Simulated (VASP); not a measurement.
Input of a VASP 6.6.1 run:

File INCAR:

```
SYSTEM = AlRu
ALGO = Fast
EDIFF = 1E-6
ENCUT = 520
GGA = PE
ISIF = 2
ISMEAR = 0
LASPH = .True.
LCHARG = .False.
LREAL = .False.
LWAVE = .False.
NBANDS = 16
NELM = 60
PREC = Accurate
SIGMA = 0.15
```

Contents of KPOINTS:

```
k-points
0
Gamma
  18 18 18
  0 0 0
```

Contents of POSCAR:

```
AlRu
1.0
    3.0740094695     -0.4729245338     -0.4729245338
   -0.4729245338      3.0740094695     -0.4729245338
   -0.4729245338     -0.4729245338      3.0740094695
Al Ru
1 1
Direct
    0.0000000000      0.0000000000      0.0000000000
    0.5000000000      0.5000000000      0.5000000000
```

Potentials or basis: VASP PAW PBE potentials, release 64 (Al, Ru_pv).

Command:

```sh
$ cat potpaw_PBE.64/Al/POTCAR potpaw_PBE.64/Ru_pv/POTCAR > POTCAR
$ mpirun -np 1 vasp_std > vasp.out
```

(1) What does it give for the pressure?

Results:

(1) 81.1 GPa.
